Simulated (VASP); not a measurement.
# Sr15O16 (a cell with a defect) in VASP: single point with PBE

Aim: the single point of Sr15O16 (a cell with a defect) with PBE.

All numbers are computed with VASP 6.6.1; they aren't measurements. Logs are shortened: lines on timing, memory, paths and dates and some standing lists are left out, and cuts for length are marked.

**1. The cell of the first run**

The cell holds a defect, 31 atoms: a = 8.998 Å, b = 8.998 Å, c = 8.998 Å, α = 109.47°, β = 109.47°, γ = 109.47°.

**2. Single point, PBE, collinear spin (atoms taken out, then relaxed in part)**

Input file INCAR:

```
ALGO = Normal
EDIFF = 1E-6
ENCUT = 520
GGA = PE
ISIF = 2
ISMEAR = 0
ISPIN = 2
KPAR = 2
LASPH = T
LCHARG = F
LORBIT = 11
LREAL = Auto
LWAVE = F
MAGMOM = 0 0 0 0 0 0 0 0 0 0 0 0 0 0 0 0.167 0 0.167 0 0 0.167 0.167 0 0 0 0 0.167 0.167 0 0 0
NBANDS = 148
NELECT = 247.0
NELM = 150
PREC = Accurate
SIGMA = 0.01
```

Input file KPOINTS:

```
Automatic mesh
0
Gamma
  2 2 2
  0.5 0.5 0.5
```

Input file POSCAR:

```
Sr15O16
1.0
    5.1949040410     -5.1949040410     -5.1949040410
   -5.1949040410      5.1949040410     -5.1949040410
    5.1949040410      5.1949040410      5.1949040410
Sr O
15 16
Direct
    0.7500000000      0.0037894873      0.7462105127
    0.5037894873      0.4962105127      0.5000000000
    0.7500000000      0.7500000000      0.0000000000
    0.5037894873      0.2500000000      0.7462105127
    0.7500000000      0.4962105127      0.2537894873
    0.5037894873      0.0037894873      0.0075789745
    0.2500000000      0.7500000000      0.5000000000
    0.2424210255      0.4962105127      0.7462105127
    0.5037894873      0.7575789745      0.2537894873
   -0.0037894873      0.0037894873      0.5000000000
    0.2500000000      0.2500000000      0.0000000000
    0.2575789745      0.0037894873      0.2537894873
   -0.0037894873      0.7424210255      0.7462105127
   -0.0037894873      0.4962105127     -0.0075789745
   -0.0037894873      0.2500000000      0.2537894873
    0.0178108177      0.2500000000      0.7678108177
    0.0000000000      0.0000000000      0.0000000000
    0.7500000000      0.5178108177      0.7678108177
    0.0000000000      0.7500000000      0.2500000000
    0.7500000000      0.2500000000      0.0000000000
    0.0178108177      0.5178108177      0.5000000000
    0.7500000000     -0.0178108177      0.2321891823
    0.5000000000      0.7500000000      0.7500000000
    0.5000000000      0.5000000000      0.0000000000
    0.7500000000      0.7500000000      0.5000000000
    0.2500000000      0.0000000000      0.7500000000
    0.4821891823      0.2500000000      0.2321891823
    0.4821891823     -0.0178108177      0.5000000000
    0.2500000000      0.7500000000      0.0000000000
    0.2500000000      0.5000000000      0.2500000000
    0.2500000000      0.2500000000      0.5000000000
```

Potentials or basis: VASP PAW PBE potentials, release 64 (Sr_sv, O).

Run with:

```console
cat potpaw_PBE.64/Sr_sv/POTCAR potpaw_PBE.64/O/POTCAR > POTCAR
mpirun -np 4 vasp_std > vasp.out
```

OUTCAR:

```text
EDIFF = 1E-6
   ENCUT = 520
   GGA = PE
   ISIF = 2
   ISMEAR = 0
   ISPIN = 2
   LASPH = T
   LORBIT = 11
   LREAL = Auto
   NELECT = 247.0
   NELM = 150
   PREC = Accurate

 ion  position               nearest neighbor table
   1  0.750  0.004  0.746-  16 2.57  28 2.57  25 2.60  20 2.60  17 2.64  23 2.64  10 3.62  14 3.62
                             4 3.62   9 3.62  11 3.67   7 3.67   3 3.73   6 3.73  13 3.73   2 3.73
   2  0.504  0.496  0.500-  18 2.57  27 2.57  25 2.60  31 2.60  30 2.64  23 2.64  12 3.62  13 3.62
                             4 3.62   5 3.62   3 3.67  11 3.67   7 3.73   9 3.73   8 3.73   1 3.73
   3  0.750  0.750  0.000-  18 2.41  22 2.41  19 2.60  17 2.60  23 2.60  24 2.60  13 3.67  14 3.67
                             6 3.67   9 3.67  15 3.67   4 3.67   2 3.67  10 3.67  12 3.73   8 3.73
   4  0.504  0.250  0.746-  18 2.57  28 2.57  20 2.60  31 2.60  24 2.64  26 2.64  12 3.62  14 3.62
                             1 3.62   2 3.62   3 3.67   7 3.67  11 3.73   6 3.73   8 3.73   5 3.73
   5  0.750  0.496  0.254-  21 2.57  27 2.57  25 2.60  20 2.60  19 2.64  24 2.64  13 3.62  15 3.62
                             2 3.62   6 3.62   7 3.67  11 3.67   3 3.73   9 3.73  14 3.73   4 3.73
   6  0.504  0.004  0.008-  22 2.57  27 2.57  20 2.60  29 2.60  23 2.64  26 2.64   5 3.62  15 3.62
                            12 3.62   9 3.62   3 3.67  11 3.67   7 3.73   1 3.73   4 3.73   8 3.73
   7  0.250  0.750  0.500-  21 2.41  28 2.41  23 2.60  26 2.60  19 2.60  30 2.60  12 3.67  13 3.67
                             8 3.67   9 3.67   1 3.67   4 3.67  15 3.67   5 3.67   6 3.73  14 3.73
   8  0.242  0.496  0.746-  16 2.57  21 2.57  31 2.60  29 2.60  23 2.64  24 2.64  10 3.62  15 3.62
                            14 3.62  13 3.62  11 3.67   7 3.67   3 3.73   2 3.73   4 3.73   6 3.73
   9  0.504  0.758  0.254-  22 2.57  28 2.57  25 2.60  29 2.60  24 2.64  30 2.64   1 3.62  10 3.62
[... 15 lines left out ...]
  18  0.750  0.518  0.768-   3 2.41   2 2.57   4 2.57  13 2.57  14 2.57
  19  0.000  0.750  0.250-   3 2.60   7 2.60  12 2.64  14 2.64   5 2.64  10 2.64
  20  0.750  0.250  0.000-   6 2.60  14 2.60   5 2.60   1 2.60   4 2.60  15 2.60
  21  0.018  0.518  0.500-   7 2.41   5 2.57  15 2.57  13 2.57   8 2.57
  22  0.750  0.982  0.232-   3 2.41  10 2.57  15 2.57   6 2.57   9 2.57
  23  0.500  0.750  0.750-   3 2.60   7 2.60   6 2.64   8 2.64   1 2.64   2 2.64
  24  0.500  0.500  0.000-   3 2.60  11 2.60   9 2.64   8 2.64   5 2.64   4 2.64
  25  0.750  0.750  0.500-   9 2.60  13 2.60   5 2.60   1 2.60  10 2.60   2 2.60
  26  0.250  0.000  0.750-   7 2.60  11 2.60   6 2.64  13 2.64   4 2.64  10 2.64
  27  0.482  0.250  0.232-  11 2.41   5 2.57   2 2.57   6 2.57  12 2.57
  28  0.482  0.982  0.500-   7 2.41   4 2.57   1 2.57   9 2.57  12 2.57
  29  0.250  0.750  0.000-   6 2.60   8 2.60   9 2.60  12 2.60  13 2.60  14 2.60
  30  0.250  0.500  0.250-   7 2.60  11 2.60   9 2.64  14 2.64   2 2.64  15 2.64
  31  0.250  0.250  0.500-   8 2.60  12 2.60   2 2.60  10 2.60   4 2.60  15 2.60

  LATTYP: Found a body centered cubic cell.
 ALAT       =    10.3898080820

  Lattice vectors:

 A1 = (   5.1949040410,  -5.1949040410,  -5.1949040410)
 A2 = (  -5.1949040410,   5.1949040410,  -5.1949040410)
 A3 = (   5.1949040410,   5.1949040410,   5.1949040410)

Analysis of symmetry for initial positions (statically):
=====================================================================
 Subroutine PRICEL returns:
 Original cell was already a primitive cell.

 Routine SETGRP: Setting up the symmetry group for a
 body centered cubic supercell.

 Subroutine GETGRP returns: Found 48 space group operations
 (whereof  8 operations were pure point group operations)
 out of a pool of 48 trial point group operations.

The static configuration has the point symmetry D_2d.
 The point group associated with its full space group is O_h .

Analysis of symmetry for dynamics (positions and initial velocities):
=====================================================================
 Subroutine PRICEL returns:
 Original cell was already a primitive cell.

 Routine SETGRP: Setting up the symmetry group for a
 body centered cubic supercell.

 Subroutine GETGRP returns: Found 48 space group operations
 (whereof  8 operations were pure point group operations)
 out of a pool of 48 trial point group operations.

The dynamic configuration has the point symmetry D_2d.
 The point group associated with its full space group is O_h .

Analysis of structural, dynamic, and magnetic symmetry:
=====================================================================
 Subroutine PRICEL returns:
 Original cell was already a primitive cell.

 Routine SETGRP: Setting up the symmetry group for a
 body centered cubic supercell.

[... 135 lines left out ...]
   LNONCOLLINEAR =      F non collinear calculations
   LSORBIT =      F    spin-orbit coupling
   LASPH  =      T    aspherical Exc in radial PAW
   ENCUT  =  520.0 eV  38.22 Ry    6.18 a.u.  16.73 16.73 16.73*2*pi/ulx,y,z
   NELM   =    150;   NELMIN=  2; NELMDL= -5     # of ELM steps
   EDIFF  = 0.1E-05   stopping-criterion for ELM
   LREAL  =      T    real-space projection
   EDIFFG = 0.1E-04   stopping-criterion for IOM
   NSW    =      0    number of steps for IOM
   IBRION =     -1    ionic relax: 0-MD 1-quasi-New 2-CG
   NFREE  =      0    steps in history (QN), initial steepest desc. (CG)
   ISIF   =      2    stress and relaxation
   ISYM   =      2    0-nonsym 1-usesym 2-fastsym
   POTIM  = 0.5000    time-step for ionic-motion
   TEBEG  =    0.0;   TEEND  =   0.0 temperature during run
   PSTRESS=    0.0 pullay stress
   NELECT =     247.0000    total number of electrons
   NUPDOWN=      -1.0000    fix difference up-down
   EMIN   =  10.00;   EMAX   =-10.00  energy-range for DOS
   EFERMI =   0.00;   METHOD = LEGACY
   ISMEAR =     0;   SIGMA  =   0.01  broadening in eV -4-tet -1-fermi 0-gaus
   EFERMI_NEDOS =   21; number of points for ismear=-14 and -15
   IALGO  =     38    algorithm
   IMIX   =      4    mixing-type and parameters
     AMIX     =   0.40;   BMIX     =  1.00
     AMIX_MAG =   1.60;   BMIX_MAG =  1.00
  volume/ion in A,a.u.               =      18.09       122.08
  Fermi-wavevector in a.u.,A,eV,Ry     =   1.245593  2.353830 21.109478  1.551503
  Thomas-Fermi vector in A             =   2.379809
   LORBIT       =     11    0 simple, 1 ext, 2 COOP (PROOUT), +10 PAW based schemes
   GGA     = PE    functional components
   LHFCALC =     F    Hartree Fock is set to
   AEXX    =    0.0000 exact exchange contribution
   IVDW    =     0    specifies the selected vdW correction
   LEPSILON=     F    determine dielectric tensor
   LRPA    =     F    only Hartree local field effects (RPA)
 spin polarized calculation
 Gauss-broadening in eV      SIGMA  =   0.01
  energy-cutoff  :      520.00
  volume of cell :      560.78
 maximum number of plane-waves:     15140
 NGX is ok and might be reduce to    70
   NGX = 33   NGY = 33   NGZ = 33

 number of electron     246.9999949 magnetization       1.0000002

 Free energy of the ion-electron system (eV)
  ---------------------------------------------------
  ext. energy  EPLUGINS =         0.00000000
  ---------------------------------------------------
  free energy    TOTEN  =      -182.83913358 eV

  energy without entropy =     -182.83486106  energy(sigma->0) =     -182.83699732

 E-fermi :   1.2110     XC(G=0):  -9.6383

 val. band max:        1.2075200532   @ k =  -0.2500   0.2500   0.2500
 cond. band min:       1.3866133623   @ k =   0.2500   0.2500   0.2500
 fundamental gap:      0.1790933090
 Fermi energy:         1.2110466855

 spin component 1

 k-point     1 :       0.2500    0.2500    0.2500
  band No.  band energies     occupation
      1     -31.4154      1.00000
      2     -31.4083      1.00000
      3     -31.4083      1.00000
      4     -31.4083      1.00000
      5     -31.3547      1.00000
      6     -31.3547      1.00000
[... 265 lines left out ...]
    134       7.0593      0.00000
    135       7.1844      0.00000
 Fermi energy:         1.2110466855

 spin component 2

 k-point     1 :       0.2500    0.2500    0.2500
  band No.  band energies     occupation
      1     -31.4168      1.00000
      2     -31.4097      1.00000
      3     -31.4097      1.00000
      4     -31.4097      1.00000
      5     -31.3561      1.00000
      6     -31.3561      1.00000
[... 265 lines left out ...]
    134       7.1349      0.00000
    135       7.2023      0.00000
 [bands above 135 left out]

------------------------ aborting loop because EDIFF is reached ----------------------------------------

  FORCE on cell =-STRESS in cart. coord.  units (eV):
  Direction    XX          YY          ZZ          XY          YZ          ZX
  --------------------------------------------------------------------------------------
  -------------------------------------------------------------------------------------
  Total        5.9586368      5.9586368      5.9586368     -0.0000000     -0.0000000      0.0000000
  in kB       17.0241295     17.0241295     17.0241295     -0.0000000     -0.0000000      0.0000000
  external PRESSURE =      17.0241295 kB  Pullay stress =       0.0000000 kB

 VOLUME and BASIS-vectors are now :
 -----------------------------------------------------------------------------
  energy-cutoff  :      520.00
  volume of cell :      560.78
      direct lattice vectors                 reciprocal lattice vectors
     5.194904041 -5.194904041 -5.194904041     0.096248169  0.000000000 -0.096248169
    -5.194904041  5.194904041 -5.194904041     0.000000000  0.096248169 -0.096248169
     5.194904041  5.194904041  5.194904041     0.096248169  0.096248169  0.000000000

 POSITION                                       TOTAL-FORCE (eV/Angst)
 -----------------------------------------------------------------------------------
      7.75298      0.00000     -0.03937        -0.002153     -0.000000     -0.002153
      2.63682      2.55808     -2.59745         0.002153     -0.002153      0.000000
      0.00000      0.00000     -7.79236         0.000000     -0.000000      0.000000
      5.19490      2.55808     -0.03937         0.000000     -0.002153     -0.002153
      2.63682      0.00000     -5.15553         0.002153     -0.000000      0.002153
      2.63682     -2.55808     -2.59745         0.002153      0.002153      0.000000
[... 23 lines left out ...]
      0.00000      2.59745     -2.59745         0.000000     -0.000000     -0.000000
      2.59745      2.59745      0.00000         0.000000     -0.000000      0.000000
 -----------------------------------------------------------------------------------
    total drift:                                0.000000      0.000000      0.000000

  FREE ENERGIE OF THE ION-ELECTRON SYSTEM (eV)
  ---------------------------------------------------
  free  energy   TOTEN  =      -182.8391335814 eV

  energy  without entropy=     -182.8348610565  energy(sigma->0) =     -182.83699732

 total charge

# of ion       s       p       d       tot
------------------------------------------
    1        2.014   5.807   0.244   8.065
    2        2.014   5.807   0.244   8.065
    3        2.020   5.817   0.288   8.125
    4        2.014   5.807   0.244   8.065
    5        2.014   5.807   0.244   8.065
    6        2.014   5.807   0.244   8.065
[... 23 lines left out ...]
   30        1.552   3.401   0.000   4.953
   31        1.551   3.418   0.000   4.969
--------------------------------------------------
tot         55.100 141.608   3.794 200.502

 magnetization (x)

# of ion       s       p       d       tot
------------------------------------------
    1       -0.000  -0.000  -0.002  -0.002
    2       -0.000  -0.000  -0.002  -0.002
    3       -0.001   0.008  -0.004   0.004
    4       -0.000  -0.000  -0.002  -0.002
    5       -0.000  -0.000  -0.002  -0.002
    6       -0.000  -0.000  -0.002  -0.002
[... 23 lines left out ...]
   30        0.000   0.032   0.000   0.032
   31       -0.000   0.000   0.000   0.000
--------------------------------------------------
tot          0.006   0.833  -0.030   0.809
```

It took 3.6 min on 4 MPI ranks of Intel Xeon 6975P-C (Granite Rapids), shared host; peak memory 0.66 GiB.

Results:

| Item | Value |
| --- | --- |
| Free energy | -182.8391 eV |
| Largest force | 0.043 eV/Å |
| Net moment | 1.00 μB per cell |
| Site moments | Sr -0.00, +0.00 (each value once); O +0.10, +0.03, +0.00 (each value once) μB |
| Valence electrons inside the program's atomic spheres | Sr 8.06, 8.12 (each value once); O 4.96, 4.95, 4.97 (each value once) |

Forces in eV/Å, atoms in the order of the input:
```
Sr  -0.002  0.000 -0.002
Sr   0.002 -0.002  0.000
Sr   0.000  0.000  0.000
Sr   0.000 -0.002 -0.002
Sr   0.002  0.000  0.002
Sr   0.002  0.002  0.000
Sr   0.000  0.000  0.000
Sr  -0.002  0.000  0.002
Sr   0.000  0.002 -0.002
Sr  -0.002  0.002  0.000
Sr   0.000  0.000  0.000
Sr   0.002  0.000 -0.002
Sr   0.000 -0.002  0.002
Sr  -0.002 -0.002  0.000
Sr   0.000  0.002  0.002
O   -0.043  0.000  0.000
O    0.000  0.000  0.000
O    0.000 -0.043  0.000
O    0.000  0.000  0.000
O    0.000  0.000  0.000
O    0.000  0.000  0.043
O    0.000  0.043  0.000
O    0.000  0.000  0.000
O    0.000  0.000  0.000
O    0.000  0.000  0.000
O    0.000  0.000  0.000
O    0.043  0.000  0.000
O    0.000  0.000 -0.043
O    0.000  0.000  0.000
O    0.000  0.000  0.000
O    0.000  0.000  0.000
```

Levels at points of the mesh, in eV from the Fermi level:
Spin up:
```tsv
k point	band 121	band 122	band 123	band 124	band 125	band 126	band 127	band 128
(0.25, 0.25, 0.25)	-0.60	-0.60	-0.15	-0.15	4.91	4.91	4.91	4.92
```
Spin down:
```tsv
k point	band 121	band 122	band 123	band 124	band 125	band 126
(0.25, 0.25, 0.25)	-0.53	-0.53	0.18	0.18	4.92	4.92
```

Caveat: the k points lie up to 0.43 Å⁻¹ apart; the cell carries a net charge on a neutralising background, which shifts energy and pressure; the cell differs from its parent crystal (atoms taken out, then relaxed in part); the cell is charged against a uniform background, so pressure and absolute levels hang on convention.
